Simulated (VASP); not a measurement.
# Ta4C in VASP: relaxation of the atoms with PBE

Aim: the relaxation of the atoms of Ta4C with PBE.

All numbers are computed with VASP 6.6.1; they aren't measurements. Logs are shortened: lines on timing, memory, paths and dates and some standing lists are left out, and cuts for length are marked.

### 1 The cell of the first run

The cell holds a slab with vacuum, 5 atoms: a = 3.319 Å, b = 3.319 Å, c = 20.300 Å, α = 90.00°, β = 90.00°, γ = 90.00°.

### 2 Relaxation of the atoms, PBE

INCAR

```
PREC = Accurate ; ENCUT = 520
EDIFF = 1E-6 ; ISMEAR = 0
SIGMA = 0.1 ; LREAL = False
LASPH = True ; NELM = 60
ALGO = Normal ; ISIF = 2
LWAVE = False ; LCHARG = False
LDIPOL = True ; IDIPOL = 3
DIPOL = 0.5 0.5 0.356 ; GGA = PE
IBRION = 2 ; NSW = 36
EDIFFG = -0.025 ; KPAR = 4
```

KPOINTS

```
regular mesh
0
Gamma
  8 8 1
```

POSCAR

```
Ta4C
1.0
    3.3189671336      0.0000000000      0.0000000000
    0.0000000000      3.3189671336      0.0000000000
    0.0000000000      0.0000000000     20.2996557667
Ta C
4 1
Selective dynamics
Direct
    0.5000000000      0.5000000000      0.1970476764  F F F
    0.0000000000      0.0000000000      0.2787970216  F F F
    0.5000000000      0.5000000000      0.3599139024  F F F
    0.0000000000      0.0000000000      0.4334879304  F F F
    0.1250000000      0.3750000000      0.5123070010  F F T
```

Potentials or basis: VASP PAW PBE potentials, release 64 (Ta_pv, C).

On the command line:

```console
> cat potpaw_PBE.64/Ta_pv/POTCAR potpaw_PBE.64/C/POTCAR > POTCAR
> mpirun -np 4 vasp_std > vasp.out
```

OUTCAR:

```text
PREC = Accurate
   ENCUT = 520
   EDIFF = 1E-6
   ISMEAR = 0
   LREAL = False
   LASPH = True
   NELM = 60
   ISIF = 2
   GGA = PE
   IBRION = 2
   NSW = 36
   EDIFFG = -0.025

 ion  position               nearest neighbor table
   1  0.500  0.500  0.197-   2 2.87   2 2.87   2 2.87   2 2.87   3 3.31
   2  0.000  0.000  0.279-   3 2.87   3 2.87   3 2.87   3 2.87   1 2.87   1 2.87   1 2.87   1 2.87
                             4 3.14
   3  0.500  0.500  0.360-   4 2.78   4 2.78   4 2.78   4 2.78   2 2.87   2 2.87   2 2.87   2 2.87
                             1 3.31
   4  0.000  0.000  0.433-   5 2.07   5 2.65   3 2.78   3 2.78   3 2.78   3 2.78   2 3.14
   5  0.125  0.375  0.512-   4 2.07   4 2.65

  LATTYP: Found a simple tetragonal cell.
 ALAT       =     3.3189671336
 C/A-ratio  =     6.1162569407

  Lattice vectors:

 A1 = (   3.3189671336,   0.0000000000,   0.0000000000)
 A2 = (   0.0000000000,   3.3189671336,   0.0000000000)
 A3 = (   0.0000000000,   0.0000000000,  20.2996557667)

Analysis of symmetry for initial positions (statically):
=====================================================================
 Subroutine PRICEL returns:
 Original cell was already a primitive cell.

 Routine SETGRP: Setting up the symmetry group for a
 simple tetragonal supercell.

 Subroutine GETGRP returns: Found  1 space group operations
 (whereof  1 operations were pure point group operations)
 out of a pool of 16 trial point group operations.

The static configuration has the point symmetry C_1 .

Analysis of symmetry for dynamics (positions and initial velocities):
=====================================================================
 Subroutine PRICEL returns:
 Original cell was already a primitive cell.

 Routine SETGRP: Setting up the symmetry group for a
 simple tetragonal supercell.

 Subroutine GETGRP returns: Found  1 space group operations
 (whereof  1 operations were pure point group operations)
 out of a pool of 16 trial point group operations.

The dynamic configuration has the point symmetry C_1 .

Analysis of constrained symmetry for selective dynamics:
=====================================================================
 Subroutine PRICEL returns:
 Original cell was already a primitive cell.

 Routine SETGRP: Setting up the symmetry group for a
 simple tetragonal supercell.

 Subroutine GETGRP returns: Found  1 space group operations
 (whereof  1 operations were pure point group operations)
 out of a pool of 16 trial point group operations.

The constrained configuration has the point symmetry C_1 .
[... 122 lines left out ...]
   IALGO  =     38    algorithm
   IMIX   =      4    mixing-type and parameters
     AMIX     =   0.40;   BMIX     =  1.00
     AMIX_MAG =   1.60;   BMIX_MAG =  1.00
  volume/ion in A,a.u.               =      44.72       301.80
  Fermi-wavevector in a.u.,A,eV,Ry     =   0.980220  1.852348 13.072912  0.960832
  Thomas-Fermi vector in A             =   2.111134
   LORBIT       =      0    0 simple, 1 ext, 2 COOP (PROOUT), +10 PAW based schemes
   GGA     = PE    functional components
   LHFCALC =     F    Hartree Fock is set to
   AEXX    =    0.0000 exact exchange contribution
   IVDW    =     0    specifies the selected vdW correction
   LEPSILON=     F    determine dielectric tensor
   LRPA    =     F    only Hartree local field effects (RPA)
 conjugate gradient relaxation of ions
 non-spin polarized calculation
 Gauss-broadening in eV      SIGMA  =   0.10
  energy-cutoff  :      520.00
  volume of cell :      223.61
 maximum number of plane-waves:      6059
 NGX is ok and might be reduce to    28
   NGX = 13   NGY = 13   NGZ = 75

 dipolmoment           0.000000      0.000000     -0.265188 electrons x Angstroem

--------------------------------------- Ionic step        1  -------------------------------------------

 number of electron      47.9999996 magnetization

 Free energy of the ion-electron system (eV)
  ---------------------------------------------------
  ext. energy  EPLUGINS =         0.00000000
  ---------------------------------------------------
  free energy    TOTEN  =       -49.66299782 eV

  energy without entropy =      -49.63690129  energy(sigma->0) =      -49.64994956

------------------------ aborting loop because EDIFF is reached ----------------------------------------

  FORCE on cell =-STRESS in cart. coord.  units (eV):
  Direction    XX          YY          ZZ          XY          YZ          ZX
  --------------------------------------------------------------------------------------
  -------------------------------------------------------------------------------------
  Total       -3.2419998     -4.5756602     -4.7768619     -0.2006618      0.6519812      0.0490770
  in kB      -23.2289184    -32.7845909    -34.2262003     -1.4377413      4.6714431      0.3516366
  external PRESSURE =     -30.0799032 kB  Pullay stress =       0.0000000 kB
[... 104 lines left out ...]
--------------------------------------- Ionic step        4  -------------------------------------------

 number of electron      47.9999996 magnetization

 dipolmoment           0.000000      0.000000      0.149106 electrons x Angstroem

 Free energy of the ion-electron system (eV)
  ---------------------------------------------------
  ext. energy  EPLUGINS =         0.00000000
  ---------------------------------------------------
  free energy    TOTEN  =       -50.21968718 eV

  energy without entropy =      -50.19907343  energy(sigma->0) =      -50.20938030

 E-fermi :  -1.1859     XC(G=0):  -5.5481

 val. band max:       -1.1915305373   @ k =  -0.1250   0.3750   0.0000
 cond. band min:      -1.1620235656   @ k =  -0.2500   0.2500   0.0000
 fundamental gap:      0.0295069718
 Fermi energy:        -1.1858904623

 k-point     1 :       0.0000    0.0000    0.0000
  band No.  band energies     occupation
      1     -36.1493      2.00000
      2     -35.9713      2.00000
      3     -35.9513      2.00000
      4     -35.4432      2.00000
      5     -35.3884      2.00000
      6     -35.3328      2.00000
[... 733 lines left out ...]
     27      -0.4196      0.00000
     28      -0.1370      0.00000

 [... further k-points ...]

------------------------ aborting loop because EDIFF is reached ----------------------------------------

 vacuum level on the upper side and lower side of the slab       (xc-potential included)         0.990        -1.445

  FORCE on cell =-STRESS in cart. coord.  units (eV):
  Direction    XX          YY          ZZ          XY          YZ          ZX
  --------------------------------------------------------------------------------------
  -------------------------------------------------------------------------------------
  Total       -1.7297460     -0.9785324      0.1217399      0.8197759      3.8109519      1.5328313
  in kB      -12.3936248     -7.0111819      0.8722663      5.8736920     27.3054582     10.9827313
  external PRESSURE =      -6.1775135 kB  Pullay stress =       0.0000000 kB
[... 20 lines left out ...]
  FREE ENERGIE OF THE ION-ELECTRON SYSTEM (eV)
  ---------------------------------------------------
  free  energy   TOTEN  =       -50.2196871752 eV

  energy  without entropy=      -50.1990734308  energy(sigma->0) =      -50.20938030

 reached required accuracy - stopping structural energy minimisation

 vacuum level on the upper side and lower side of the slab         5.057         2.557
```

It took 6.4 min on 4 MPI ranks of Intel Xeon Platinum 8259CL at 2.50GHz (Skylake/Cascade Lake), shared host; peak memory 0.48 GiB.

What came out:

* Free energy: -50.2197 eV
* Energy gained by relaxing: 111.3 meV/atom
* Ionic steps: 4
* Band gap on the k mesh: zero (bands 24 and 25 overlap by 0.47 eV)

The path:
| step | energy change (eV) | largest force on free atoms (eV/Å) | pressure (GPa) |
| --- | --- | --- | --- |
| 1 | 0.0000 | 3.0607 | -3.01 |
| 2 | -0.3828 | 2.0086 | -2.08 |
| 3 | -0.5565 | 0.0820 | -0.55 |
| 4 | -0.5567 | 0.0199 | -0.62 |

Final structure:
```
Ta C
1.0
     3.31897    0.00000    0.00000
     0.00000    3.31897    0.00000
     0.00000    0.00000   20.29966
Ta C
4 1
Direct
  0.50000 0.50000 0.19705
  0.00000 0.00000 0.27880
  0.50000 0.50000 0.35991
  0.00000 0.00000 0.43349
  0.12500 0.37500 0.49720
```

Caveat: spin-orbit coupling is left out, which moves the levels of the heavy elements.

The gap in the log of VASP goes by the Fermi energy; the results here count the filled bands.